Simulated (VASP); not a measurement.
# Cu (Im-3m) in VASP: further runs

Cu is run at these levels: PBEsol; tasks: single point, relaxation of cell and atoms.

Program: VASP 6.6.1. These are calculated values, not measurements. Logs are shortened: lines on timing, memory, paths and dates and some standing lists are left out, and cuts for length are marked.

### 1 The cell of the first run

It takes space group Im-3m (No. 229, cubic). The conventional cell has a = 2.833 Å, b = 2.833 Å, c = 2.833 Å, α = 90.00°, β = 90.00°, γ = 90.00°. Within 3.2 Å of Cu (site symmetry m-3m) lie 14 Cu at 2.45 to 2.83 Å.

### 2 Single point, PBEsol

File INCAR:

```
SYSTEM = Cu
  ALGO = Normal
  EDIFF = 1E-6
  ENCUT = 600
  GGA = PS
  GGA_COMPAT = .False.
  ISIF = 2
  ISMEAR = -1
  LASPH = .True.
  LCHARG = .False.
  LREAL = .False.
  LWAVE = .False.
  NBANDS = 12
  NELM = 120
  PREC = Accurate
  SIGMA = 0.1
```

File KPOINTS:

```
k-points
0
Gamma
  11 11 11
  0 0 0
```

File POSCAR:

```
Cu
1.0
    1.4163217941      1.4163217941      1.4163217941
   -1.4163217941      1.4163217941      1.4163217941
   -1.4163217941     -1.4163217941      1.4163217941
Cu
1
Direct
    0.0000000000      0.0000000000      0.0000000000
```

Potentials or basis: VASP PAW PBE potentials, release 64 (Cu).

Started as:

```
cat potpaw_PBE.64/Cu/POTCAR > POTCAR
mpirun -np 1 vasp_std > vasp.out
```

OUTCAR:

```text
SYSTEM = Cu
   EDIFF = 1E-6
   ENCUT = 600
   GGA = PS
   ISIF = 2
   ISMEAR = -1
   LASPH = .True.
   LREAL = .False.
   NELM = 120
   PREC = Accurate

 ion  position               nearest neighbor table
   1  0.000  0.000  0.000-

  LATTYP: Found a body centered cubic cell.
 ALAT       =     2.8326435882

  Lattice vectors:

 A1 = (   1.4163217941,  -1.4163217941,  -1.4163217941)
 A2 = (   1.4163217941,   1.4163217941,   1.4163217941)
 A3 = (  -1.4163217941,  -1.4163217941,   1.4163217941)

Analysis of symmetry for initial positions (statically):
=====================================================================
 Subroutine PRICEL returns:
 Original cell was already a primitive cell.

 Routine SETGRP: Setting up the symmetry group for a
 body centered cubic supercell.

 Subroutine GETGRP returns: Found 48 space group operations
 (whereof 48 operations were pure point group operations)
 out of a pool of 48 trial point group operations.

The static configuration has the point symmetry O_h .

Analysis of symmetry for dynamics (positions and initial velocities):
=====================================================================
 Subroutine PRICEL returns:
 Original cell was already a primitive cell.

 Routine SETGRP: Setting up the symmetry group for a
 body centered cubic supercell.

 Subroutine GETGRP returns: Found 48 space group operations
 (whereof 48 operations were pure point group operations)
 out of a pool of 48 trial point group operations.

The dynamic configuration has the point symmetry O_h .

 Subroutine INISYM returns: Found 48 space group operations
 (whereof 48 operations are pure point group operations),
 and found     1 'primitive' translations

----------------------------------------------------------------------------------------

                                     Primitive cell

  volume of cell :      11.3644

  direct lattice vectors                    reciprocal lattice vectors
     1.416321794  1.416321794  1.416321794     0.353027117  0.000000000  0.353027117
    -1.416321794  1.416321794  1.416321794    -0.353027117  0.353027117  0.000000000
    -1.416321794 -1.416321794  1.416321794     0.000000000 -0.353027117  0.353027117

  length of vectors
     2.453141307  2.453141307  2.453141307     0.499255737  0.499255737  0.499255737

  position of ions in fractional coordinates (direct lattice)
     0.000000000  0.000000000  0.000000000

  ion indices of the primitive-cell ions
   primitive index   ion index
                 1           1

----------------------------------------------------------------------------------------

 KPOINTS: k-points

Automatic generation of k-mesh.
 Grid dimensions read from file:
 generate k-points for:   11   11   11

 Generating k-lattice:

  Cartesian coordinates                     Fractional coordinates (reciprocal lattice)
     0.032093374  0.000000000  0.032093374     0.090909091  0.000000000  0.000000000
    -0.032093374  0.032093374  0.000000000     0.000000000  0.090909091  0.000000000
     0.000000000 -0.032093374  0.032093374     0.000000000  0.000000000  0.090909091

  Length of vectors
     0.045386885  0.045386885  0.045386885

  Shift w.r.t. Gamma in fractional coordinates (k-lattice)
     0.000000000  0.000000000  0.000000000

 Subroutine IBZKPT returns following result:
 ===========================================

 Found     56 irreducible k-points:

 Following reciprocal coordinates:
            Coordinates               Weight
  0.000000  0.000000  0.000000      1.000000
  0.090909  0.000000  0.000000     12.000000
  0.181818  0.000000  0.000000     12.000000
  0.272727  0.000000  0.000000     12.000000
  0.363636  0.000000  0.000000     12.000000
  0.454545  0.000000  0.000000     12.000000
[... 16 lines left out ...]
  0.363636  0.181818  0.090909     48.000000
  0.454545  0.181818  0.090909     48.000000
 [... further k-points ...]
   k-points           NKPTS =     56   k-points in BZ     NKDIM =     56   number of bands    NBANDS=     12
   number of dos      NEDOS =    301   number of ions     NIONS =      1
   total plane-waves  NPLWV =   8000
   dimension x,y,z NGX =    20 NGY =   20 NGZ =   20
   dimension x,y,z NGXF=    40 NGYF=   40 NGZF=   40
   ions per type =               1
   NGX,Y,Z   is equivalent  to a cutoff of  13.55, 13.55, 13.55 a.u.
   NGXF,Y,Z  is equivalent  to a cutoff of  27.11, 27.11, 27.11 a.u.
 SYSTEM =  Cu
   PREC   = accura    normal or accurate (medium, high low for compatibility)
   ISTART =      0    job   : 0-new  1-cont  2-samecut
   ICHARG =      2    charge: 1-file 2-atom 10-const
   ISPIN  =      1    spin polarized calculation?
   LNONCOLLINEAR =      F non collinear calculations
   LSORBIT =      F    spin-orbit coupling
   LASPH  =      T    aspherical Exc in radial PAW
   ENCUT  =  600.0 eV  44.10 Ry    6.64 a.u.   4.90  4.90  4.90*2*pi/ulx,y,z
   NELM   =    120;   NELMIN=  2; NELMDL= -5     # of ELM steps
   EDIFF  = 0.1E-05   stopping-criterion for ELM
   LREAL  =      F    real-space projection
   EDIFFG = 0.1E-04   stopping-criterion for IOM
   NSW    =      0    number of steps for IOM
   IBRION =     -1    ionic relax: 0-MD 1-quasi-New 2-CG
   NFREE  =      0    steps in history (QN), initial steepest desc. (CG)
   ISIF   =      2    stress and relaxation
   ISYM   =      2    0-nonsym 1-usesym 2-fastsym
   POTIM  = 0.5000    time-step for ionic-motion
   TEBEG  =    0.0;   TEEND  =   0.0 temperature during run
   PSTRESS=    0.0 pullay stress
   NELECT =      11.0000    total number of electrons
   NUPDOWN=      -1.0000    fix difference up-down
   EMIN   =  10.00;   EMAX   =-10.00  energy-range for DOS
   EFERMI =   0.00;   METHOD = LEGACY
   ISMEAR =    -1;   SIGMA  =   0.10  broadening in eV -4-tet -1-fermi 0-gaus
   EFERMI_NEDOS =   21; number of points for ismear=-14 and -15
   IALGO  =     38    algorithm
   IMIX   =      4    mixing-type and parameters
     AMIX     =   0.40;   BMIX     =  1.00
     AMIX_MAG =   1.60;   BMIX_MAG =  1.00
  volume/ion in A,a.u.               =      11.36        76.69
  Fermi-wavevector in a.u.,A,eV,Ry     =   1.619411  3.060243 35.681176  2.622492
  Thomas-Fermi vector in A             =   2.713516
   LORBIT       =      0    0 simple, 1 ext, 2 COOP (PROOUT), +10 PAW based schemes
   GGA     = PS    functional components
   LHFCALC =     F    Hartree Fock is set to
   AEXX    =    0.0000 exact exchange contribution
   IVDW    =     0    specifies the selected vdW correction
   LEPSILON=     F    determine dielectric tensor
   LRPA    =     F    only Hartree local field effects (RPA)
 non-spin polarized calculation
  energy-cutoff  :      600.00
  volume of cell :       11.36
 maximum number of plane-waves:       390
   NGX =  9   NGY =  9   NGZ =  9

 number of electron      10.9999986 magnetization

 Free energy of the ion-electron system (eV)
  ---------------------------------------------------
  ext. energy  EPLUGINS =         0.00000000
  ---------------------------------------------------
  free energy    TOTEN  =        -4.28111041 eV

  energy without entropy =       -4.27039826  energy(sigma->0) =       -4.27575433

 E-fermi :   7.8302     XC(G=0): -13.1345

 val. band max:        7.7189496324   @ k =   0.4545   0.0909   0.0909
 cond. band min:       7.8318476749   @ k =   0.4545   0.1818   0.0909
 fundamental gap:      0.1128980424
 Fermi energy:         7.8301832559

 k-point     1 :       0.0000    0.0000    0.0000
  band No.  band energies     occupation
      1      -1.7949      2.00000
      2       4.6664      2.00000
      3       4.6664      2.00000
      4       4.6664      2.00000
      5       5.7480      2.00000
      6       5.7480      2.00000
      7      33.3036      0.00000
      8      33.3036      0.00000
      9      33.3036      0.00000
     10      37.1982      0.00000
     11      37.1982      0.00000
     12      37.1983      0.00000

 k-point     2 :       0.0909    0.0000    0.0000
  band No.  band energies     occupation
      1      -1.4686      2.00000
      2       4.6038      2.00000
      3       4.6615      2.00000
      4       4.7949      2.00000
      5       5.6896      2.00000
      6       5.7530      2.00000
      7      30.2993      0.00000
      8      32.3696      0.00000
      9      32.6196      0.00000
     10      34.3524      0.00000
     11      35.0539      0.00000
     12      35.6619      0.00000

 k-point     3 :       0.1818    0.0000    0.0000
  band No.  band energies     occupation
      1      -0.5248      2.00000
      2       4.4379      2.00000
      3       4.6204      2.00000
      4       5.1528      2.00000
      5       5.5951      2.00000
      6       5.7699      2.00000
      7      25.3850      0.00000
      8      30.1025      0.00000
      9      31.3648      0.00000
     10      31.5007      0.00000
     11      33.8560      0.00000
     12      36.4553      0.00000
[... 286 lines left out ...]
 k-point    23 :       0.3636    0.1818    0.0909
  band No.  band energies     occupation
      1       2.2256      2.00000
      2       4.2848      2.00000
      3       4.5041      2.00000
      4       5.3525      2.00000
      5       5.9039      2.00000
      6       6.4844      2.00000
      7      19.0350      0.00000
      8      22.0958      0.00000
      9      28.0115      0.00000
     10      30.8339      0.00000
     11      33.8654      0.00000
     12      38.7559      0.00000

 k-point    24 :       0.4545    0.1818    0.0909
  band No.  band energies     occupation
      1       2.9686      2.00000
      2       4.1997      2.00000
      3       4.5733      2.00000
      4       5.5057      2.00000
      5       6.1858      2.00000
      6       7.8318      0.99168
      7      15.0221      0.00000
      8      21.0454      0.00000
      9      26.9030      0.00000
     10      31.5692      0.00000
     11      34.5796      0.00000
     12      38.1636      0.00000

 [... further k-points ...]

------------------------ aborting loop because EDIFF is reached ----------------------------------------

  FORCE on cell =-STRESS in cart. coord.  units (eV):
  Direction    XX          YY          ZZ          XY          YZ          ZX
  --------------------------------------------------------------------------------------
  -------------------------------------------------------------------------------------
  Total        0.0593253      0.0593253      0.0593253      0.0000000     -0.0000000      0.0000000
  in kB        8.3638153      8.3638153      8.3638153      0.0000000     -0.0000000      0.0000000
  external PRESSURE =       8.3638153 kB  Pullay stress =       0.0000000 kB

 VOLUME and BASIS-vectors are now :
 -----------------------------------------------------------------------------
  energy-cutoff  :      600.00
  volume of cell :       11.36
      direct lattice vectors                 reciprocal lattice vectors
     1.416321794  1.416321794  1.416321794     0.353027117  0.000000000  0.353027117
    -1.416321794  1.416321794  1.416321794    -0.353027117  0.353027117  0.000000000
    -1.416321794 -1.416321794  1.416321794     0.000000000 -0.353027117  0.353027117

 POSITION                                       TOTAL-FORCE (eV/Angst)
 -----------------------------------------------------------------------------------
      0.00000      0.00000      0.00000         0.000000      0.000000      0.000000
 -----------------------------------------------------------------------------------
    total drift:                               -0.000000      0.000000      0.000000

  FREE ENERGIE OF THE ION-ELECTRON SYSTEM (eV)
  ---------------------------------------------------
  free  energy   TOTEN  =        -4.2811104147 eV

  energy  without entropy=       -4.2703982552  energy(sigma->0) =       -4.27575433
```

Wall time 6.9 s (1 thread of Intel Xeon 6975P-C, shared host); peak memory 0.13 GiB.

Results:

* Free energy: -4.2811 eV
* Pressure: 0.8 GPa

Caveat: the PAW data sets were made with another functional, which shifts forces and pressure a little.

[end of part 1 of 2]
